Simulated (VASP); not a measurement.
# Rb (Cmcm) in VASP: single point with PBE

Aim: the single point of Rb with PBE.

All numbers are computed with VASP 6.6.1; they aren't measurements. Logs are shortened: lines on timing, memory, paths and dates and some standing lists are left out, and cuts for length are marked.

## Step 1: The cell of the first run

It takes space group Cmcm (No. 63, orthorhombic). The conventional cell has a = 5.076 Å, b = 8.889 Å, c = 8.448 Å, α = 90.00°, β = 90.00°, γ = 90.00°.

## Step 2: Single point, PBE

Input file INCAR:

```
SYSTEM = Rb
PREC = Accurate
ENCUT = 520
EDIFF = 1E-6
ISMEAR = 0
SIGMA = 0.05
LREAL = .FALSE.
LASPH = .TRUE.
NELM = 80
ALGO = Normal
ISIF = 2
LWAVE = .FALSE.
LCHARG = .TRUE.
GGA = PE
LELF = .TRUE.
LVHAR = .TRUE.
NBANDS = 16
```

Input file KPOINTS:

```
regular mesh
0
G
  10 10 6
  0 0 0
```

Input file POSCAR:

```
Rb
1.0
    2.5381762600     -4.4447189800      0.0000000000
    2.5381762600      4.4447189800      0.0000000000
    0.0000000000      0.0000000000      8.4480028000
Rb
2
Direct
    0.8397112600      0.1602887400      0.2500000000
    0.1602887400      0.8397112600      0.7500000000
```

Potentials or basis: VASP PAW PBE potentials, release 64 (Rb_sv).

Started as:

```bash
cat potpaw_PBE.64/Rb_sv/POTCAR > POTCAR
mpirun -np 1 vasp_std > vasp.out
```

OUTCAR:

```text
SYSTEM = Rb
   PREC = Accurate
   ENCUT = 520
   EDIFF = 1E-6
   ISMEAR = 0
   LREAL = .FALSE.
   LASPH = .TRUE.
   NELM = 80
   ISIF = 2
   GGA = PE

 ion  position               nearest neighbor table
   1  0.840  0.160  0.250-   2 5.10   2 5.10   2 5.18   2 5.18   2 5.18   2 5.18
   2  0.160  0.840  0.750-   1 5.10   1 5.10   1 5.18   1 5.18   1 5.18   1 5.18

  LATTYP: Found a base centered orthorhombic cell.
 ALAT       =     5.0763525200
 B/A-ratio  =     1.7511466993
 C/A-ratio  =     1.6641875769

  Lattice vectors:

 A1 = (   2.5381762600,  -4.4447189800,   0.0000000000)
 A2 = (   2.5381762600,   4.4447189800,   0.0000000000)
 A3 = (   0.0000000000,   0.0000000000,   8.4480028000)

Analysis of symmetry for initial positions (statically):
=====================================================================
 Subroutine PRICEL returns:
 Original cell was already a primitive cell.

 Routine SETGRP: Setting up the symmetry group for a
 base centered orthorhombic supercell.

 Subroutine GETGRP returns: Found  8 space group operations
 (whereof  4 operations were pure point group operations)
 out of a pool of  8 trial point group operations.

The static configuration has the point symmetry C_2h.
 The point group associated with its full space group is D_2h.

Analysis of symmetry for dynamics (positions and initial velocities):
=====================================================================
 Subroutine PRICEL returns:
 Original cell was already a primitive cell.

 Routine SETGRP: Setting up the symmetry group for a
 base centered orthorhombic supercell.

 Subroutine GETGRP returns: Found  8 space group operations
 (whereof  4 operations were pure point group operations)
 out of a pool of  8 trial point group operations.

The dynamic configuration has the point symmetry C_2h.
 The point group associated with its full space group is D_2h.

 Subroutine INISYM returns: Found  8 space group operations
 (whereof  4 operations are pure point group operations),
 and found     1 'primitive' translations

----------------------------------------------------------------------------------------

                                     Primitive cell

  volume of cell :     190.6120

  direct lattice vectors                    reciprocal lattice vectors
     2.538176260 -4.444718980  0.000000000     0.196991835 -0.112493051  0.000000000
     2.538176260  4.444718980  0.000000000     0.196991835  0.112493051  0.000000000
     0.000000000  0.000000000  8.448002800     0.000000000  0.000000000  0.118371173

  length of vectors
     5.118385052  5.118385052  8.448002800     0.226849002  0.226849002  0.118371173

  position of ions in fractional coordinates (direct lattice)
     0.839711260  0.160288740  0.250000000
     0.160288740  0.839711260  0.750000000

  ion indices of the primitive-cell ions
   primitive index   ion index
                 1           1
                 2           2

----------------------------------------------------------------------------------------

 KPOINTS: regular mesh

Automatic generation of k-mesh.
 Grid dimensions read from file:
 generate k-points for:   10   10    6

 Generating k-lattice:

  Cartesian coordinates                     Fractional coordinates (reciprocal lattice)
     0.019699184 -0.011249305  0.000000000     0.100000000  0.000000000  0.000000000
     0.019699184  0.011249305  0.000000000     0.000000000  0.100000000  0.000000000
     0.000000000  0.000000000  0.019728529     0.000000000  0.000000000  0.166666667

  Length of vectors
     0.022684900  0.022684900  0.019728529

  Shift w.r.t. Gamma in fractional coordinates (k-lattice)
     0.000000000  0.000000000  0.000000000

 Subroutine IBZKPT returns following result:
 ===========================================

 Found    124 irreducible k-points:

 Following reciprocal coordinates:
            Coordinates               Weight
  0.000000  0.000000  0.000000      1.000000
  0.100000 -0.000000  0.000000      4.000000
  0.200000 -0.000000  0.000000      4.000000
  0.300000  0.000000  0.000000      4.000000
  0.400000  0.000000  0.000000      4.000000
  0.500000 -0.000000  0.000000      2.000000
[... 16 lines left out ...]
  0.300000  0.300000  0.000000      2.000000
  0.400000  0.300000  0.000000      4.000000
 [... further k-points ...]
   k-points           NKPTS =    124   k-points in BZ     NKDIM =    124   number of bands    NBANDS=     16
   number of dos      NEDOS =    301   number of ions     NIONS =      2
   total plane-waves  NPLWV = 102400
   dimension x,y,z NGX =    40 NGY =   40 NGZ =   64
   dimension x,y,z NGXF=    80 NGYF=   80 NGZF=  128
   ions per type =               2
   NGX,Y,Z   is equivalent  to a cutoff of  12.99, 12.99, 12.59 a.u.
   NGXF,Y,Z  is equivalent  to a cutoff of  25.98, 25.98, 25.19 a.u.
 SYSTEM =  Rb
   PREC   = accura    normal or accurate (medium, high low for compatibility)
   ISTART =      0    job   : 0-new  1-cont  2-samecut
   ICHARG =      2    charge: 1-file 2-atom 10-const
   ISPIN  =      1    spin polarized calculation?
   LNONCOLLINEAR =      F non collinear calculations
   LSORBIT =      F    spin-orbit coupling
   LASPH  =      T    aspherical Exc in radial PAW
   ENCUT  =  520.0 eV  38.22 Ry    6.18 a.u.   9.52  9.52 15.71*2*pi/ulx,y,z
   NELM   =     80;   NELMIN=  2; NELMDL= -5     # of ELM steps
   EDIFF  = 0.1E-05   stopping-criterion for ELM
   LREAL  =      F    real-space projection
   EDIFFG = 0.1E-04   stopping-criterion for IOM
   NSW    =      0    number of steps for IOM
   IBRION =     -1    ionic relax: 0-MD 1-quasi-New 2-CG
   NFREE  =      0    steps in history (QN), initial steepest desc. (CG)
   ISIF   =      2    stress and relaxation
   ISYM   =      2    0-nonsym 1-usesym 2-fastsym
   POTIM  = 0.5000    time-step for ionic-motion
   TEBEG  =    0.0;   TEEND  =   0.0 temperature during run
   PSTRESS=    0.0 pullay stress
   NELECT =      18.0000    total number of electrons
   NUPDOWN=      -1.0000    fix difference up-down
   EMIN   =  10.00;   EMAX   =-10.00  energy-range for DOS
   EFERMI =   0.00;   METHOD = LEGACY
   ISMEAR =     0;   SIGMA  =   0.05  broadening in eV -4-tet -1-fermi 0-gaus
   EFERMI_NEDOS =   21; number of points for ismear=-14 and -15
   IALGO  =     38    algorithm
   IMIX   =      4    mixing-type and parameters
     AMIX     =   0.40;   BMIX     =  1.00
     AMIX_MAG =   1.60;   BMIX_MAG =  1.00
  volume/ion in A,a.u.               =      95.31       643.16
  Fermi-wavevector in a.u.,A,eV,Ry     =   0.745502  1.408795  7.561759  0.555774
  Thomas-Fermi vector in A             =   1.841104
   LORBIT       =      0    0 simple, 1 ext, 2 COOP (PROOUT), +10 PAW based schemes
   GGA     = PE    functional components
   LHFCALC =     F    Hartree Fock is set to
   AEXX    =    0.0000 exact exchange contribution
   IVDW    =     0    specifies the selected vdW correction
   LEPSILON=     F    determine dielectric tensor
   LRPA    =     F    only Hartree local field effects (RPA)
 non-spin polarized calculation
 Gauss-broadening in eV      SIGMA  =   0.05
  energy-cutoff  :      520.00
  volume of cell :      190.61
 maximum number of plane-waves:      5203
 NGX is ok and might be reduce to    40
   NGX = 19   NGY = 19   NGZ = 31

 number of electron      18.0000000 magnetization

 Free energy of the ion-electron system (eV)
  ---------------------------------------------------
  ext. energy  EPLUGINS =         0.00000000
  ---------------------------------------------------
  free energy    TOTEN  =        -1.87271755 eV

  energy without entropy =       -1.87007595  energy(sigma->0) =       -1.87139675

 E-fermi :  -0.1111     XC(G=0):  -5.3554

 val. band max:       -0.1261686494   @ k =   0.5000   0.2000   0.3333
 cond. band min:      -0.1065053215   @ k =   0.3000   0.2000   0.3333
 fundamental gap:      0.0196633279
 Fermi energy:        -0.1111438134

 k-point     1 :       0.0000    0.0000    0.0000
  band No.  band energies     occupation
      1     -29.0113      2.00000
      2     -29.0085      2.00000
      3     -13.1362      2.00000
      4     -13.0702      2.00000
      5     -13.0673      2.00000
      6     -13.0589      2.00000
[... 8 lines left out ...]
     15       3.7444      0.00000
     16       3.7456      0.00000

 k-point     2 :       0.1000   -0.0000    0.0000
  band No.  band energies     occupation
      1     -29.0110      2.00000
      2     -29.0084      2.00000
      3     -13.1337      2.00000
      4     -13.0746      2.00000
      5     -13.0711      2.00000
      6     -13.0648      2.00000
[... 8 lines left out ...]
     15       3.5891      0.00000
     16       3.8485      0.00000

 k-point     3 :       0.2000   -0.0000    0.0000
  band No.  band energies     occupation
      1     -29.0103      2.00000
      2     -29.0080      2.00000
      3     -13.1268      2.00000
      4     -13.0905      2.00000
      5     -13.0810      2.00000
      6     -13.0762      2.00000
[... 8 lines left out ...]
     15       3.5778      0.00000
     16       3.7614      0.00000

 k-point     4 :       0.3000    0.0000    0.0000
  band No.  band energies     occupation
      1     -29.0094      2.00000
      2     -29.0076      2.00000
      3     -13.1172      2.00000
      4     -13.1107      2.00000
      5     -13.1004      2.00000
      6     -13.0820      2.00000
[... 8 lines left out ...]
     15       3.4978      0.00000
     16       3.8424      0.00000

 k-point     5 :       0.4000    0.0000    0.0000
  band No.  band energies     occupation
      1     -29.0086      2.00000
      2     -29.0073      2.00000
      3     -13.1272      2.00000
      4     -13.1158      2.00000
      5     -13.1077      2.00000
      6     -13.0866      2.00000
[... 8 lines left out ...]
     15       3.3302      0.00000
     16       4.0758      0.00000

 k-point     6 :       0.5000   -0.0000    0.0000
  band No.  band energies     occupation
      1     -29.0083      2.00000
      2     -29.0072      2.00000
      3     -13.1335      2.00000
      4     -13.1216      2.00000
      5     -13.1031      2.00000
      6     -13.0884      2.00000
[... 8 lines left out ...]
     15       3.2727      0.00000
     16       4.1680      0.00000

 k-point     7 :       0.1000    0.1000    0.0000
  band No.  band energies     occupation
      1     -29.0105      2.00000
      2     -29.0081      2.00000
      3     -13.1291      2.00000
      4     -13.0839      2.00000
      5     -13.0799      2.00000
      6     -13.0723      2.00000
[... 8 lines left out ...]
     15       3.6016      0.00000
     16       3.7356      0.00000

 k-point     8 :       0.2000    0.1000    0.0000
  band No.  band energies     occupation
      1     -29.0097      2.00000
      2     -29.0077      2.00000
      3     -13.1209      2.00000
      4     -13.1014      2.00000
      5     -13.0957      2.00000
      6     -13.0793      2.00000
[... 8 lines left out ...]
     15       3.4111      0.00000
     16       3.8120      0.00000

 k-point     9 :       0.3000    0.1000    0.0000
  band No.  band energies     occupation
      1     -29.0089      2.00000
      2     -29.0073      2.00000
      3     -13.1194      2.00000
      4     -13.1111      2.00000
      5     -13.1102      2.00000
      6     -13.0864      2.00000
[... 8 lines left out ...]
     15       3.1869      0.00000
     16       3.8346      0.00000
[... 172 lines left out ...]
 k-point    19 :       0.5000    0.2000    0.0000
  band No.  band energies     occupation
      1     -29.0083      2.00000
      2     -29.0073      2.00000
      3     -13.1213      2.00000
      4     -13.1134      2.00000
      5     -13.1018      2.00000
      6     -13.0952      2.00000
[... 8 lines left out ...]
     15       2.6331      0.00000
     16       3.3252      0.00000

 k-point    20 :      -0.4000    0.2000    0.0000
  band No.  band energies     occupation
      1     -29.0090      2.00000
      2     -29.0075      2.00000
      3     -13.1110      2.00000
      4     -13.1096      2.00000
      5     -13.1092      2.00000
      6     -13.0853      2.00000
[... 8 lines left out ...]
     15       2.8789      0.00000
     16       3.6781      0.00000

 k-point    21 :      -0.3000    0.2000    0.0000
  band No.  band energies     occupation
      1     -29.0098      2.00000
      2     -29.0078      2.00000
      3     -13.1199      2.00000
      4     -13.1012      2.00000
      5     -13.0941      2.00000
      6     -13.0776      2.00000
[... 8 lines left out ...]
     15       3.4547      0.00000
     16       3.8273      0.00000

 k-point    22 :      -0.2000    0.2000    0.0000
  band No.  band energies     occupation
      1     -29.0103      2.00000
      2     -29.0081      2.00000
      3     -13.1263      2.00000
      4     -13.0914      2.00000
      5     -13.0806      2.00000
      6     -13.0739      2.00000
[... 8 lines left out ...]
     15       3.6661      0.00000
     16       3.8217      0.00000

 k-point    23 :       0.3000    0.3000    0.0000
  band No.  band energies     occupation
      1     -29.0078      2.00000
      2     -29.0072      2.00000
      3     -13.1211      2.00000
      4     -13.1123      2.00000
      5     -13.1041      2.00000
      6     -13.0951      2.00000
[... 8 lines left out ...]
     15       2.4127      0.00000
     16       3.2110      0.00000

 k-point    24 :       0.4000    0.3000    0.0000
  band No.  band energies     occupation
      1     -29.0077      2.00000
      2     -29.0074      2.00000
      3     -13.1197      2.00000
      4     -13.1111      2.00000
      5     -13.1044      2.00000
      6     -13.0937      2.00000
[... 8 lines left out ...]
     15       2.4175      0.00000
     16       3.1335      0.00000

 [... further k-points ...]

------------------------ aborting loop because EDIFF is reached ----------------------------------------

  FORCE on cell =-STRESS in cart. coord.  units (eV):
  Direction    XX          YY          ZZ          XY          YZ          ZX
  --------------------------------------------------------------------------------------
  -------------------------------------------------------------------------------------
  Total       -0.0943703     -0.0820307     -0.2022898      0.0000000     -0.0000000      0.0000000
  in kB       -0.7932239     -0.6895045     -1.7003347      0.0000000     -0.0000000      0.0000000
  external PRESSURE =      -1.0610211 kB  Pullay stress =       0.0000000 kB

 VOLUME and BASIS-vectors are now :
 -----------------------------------------------------------------------------
  energy-cutoff  :      520.00
  volume of cell :      190.61
      direct lattice vectors                 reciprocal lattice vectors
     2.538176260 -4.444718980  0.000000000     0.196991835 -0.112493051  0.000000000
     2.538176260  4.444718980  0.000000000     0.196991835  0.112493051  0.000000000
     0.000000000  0.000000000  8.448002800     0.000000000  0.000000000  0.118371173

 POSITION                                       TOTAL-FORCE (eV/Angst)
 -----------------------------------------------------------------------------------
      2.53818     -3.01984      2.11200         0.000000      0.004037      0.000000
      2.53818      3.01984      6.33600         0.000000     -0.004037      0.000000
 -----------------------------------------------------------------------------------
    total drift:                                0.000000      0.000000     -0.000000

  FREE ENERGIE OF THE ION-ELECTRON SYSTEM (eV)
  ---------------------------------------------------
  free  energy   TOTEN  =        -1.8727175489 eV

  energy  without entropy=       -1.8700759539  energy(sigma->0) =       -1.87139675
```

Wall time 3.3 min (1 thread of Intel Xeon Platinum 8488C (Sapphire Rapids), shared host); peak memory 0.49 GiB.

Results:

```yaml
Free_energy: -1.8727 eV
Pressure: -0.1 GPa
Largest_force: 0.004 eV/Å
Band_gap_on_the_k_mesh: zero (bands 9 and 10 overlap by 2.08 eV)
```

Forces on the atoms (eV/Å):
```
Rb   0.000  0.004  0.000
Rb   0.000 -0.004  0.000
```
